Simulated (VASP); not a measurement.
Set up this calculation in VASP 6.6.1, as the native input.

```
Task                   : single point
Functional             : PBE
Potentials or basis    : VASP PAW PBE potentials, release 64 (Ta_sv_GW, C)
Cutoff                 : 600 eV
k mesh                 : 12 × 12 × 6
Occupations            : gaussian, width 0.1 eV
Spin                   : no spin polarisation
Dipole correction      : no
Further INCAR settings : ALGO = Normal; EDIFF = 1e-06; NBANDS = 27
```

The structure of Ta2C3 lies in POSCAR:

```
Ta2C3
1.0
    3.0250637760      0.0000000000      0.0000000000
   -1.5125318880      2.6197820781      0.0000000000
    0.0000000000      0.0000000000      6.4414230442
Ta C
2 3
Direct
    0.3333333333      0.6666666667      0.2083520802
    0.6666666667      0.3333333333      0.7916479198
    0.0000000000      0.0000000000      0.0000000000
    0.3333333333      0.6666666667      0.5453293478
    0.6666666667      0.3333333333      0.4546706522
```

The input as run:

INCAR

```
SYSTEM = Ta2C3
ALGO = Normal ; EDIFF = 1E-6
ENCUT = 600 ; GGA = PE
GGA_COMPAT = .FALSE. ; ISIF = 2
ISMEAR = 0 ; LASPH = .TRUE.
LCHARG = .FALSE. ; LREAL = .FALSE.
LWAVE = .FALSE. ; NBANDS = 27
NELM = 120 ; PREC = Accurate
SIGMA = 0.1
```

KPOINTS

```
k-points
0
G
  12 12 6
  0 0 0
```

Potentials or basis: VASP PAW PBE potentials, release 64 (Ta_sv_GW, C).

The run is started by

```bash
$ cat potpaw_PBE.64/Ta_sv_GW/POTCAR potpaw_PBE.64/C/POTCAR > POTCAR
$ mpirun -np 1 vasp_std > vasp.out
```

Results of the run:

| Property | Result |
| --- | --- |
| Pressure | 0.1 GPa |
| Largest force | 0.011 eV/Å |
| Band gap on the k mesh | zero (bands 19 and 20 overlap by 2.48 eV) |

Caveat: spin-orbit coupling is left out, which moves the levels of the heavy elements.

Wall time 2.9 min on 1 thread of Intel(R) Xeon(R) Platinum 8488C (Sapphire Rapids) (shared host), peak memory 0.29 GiB.
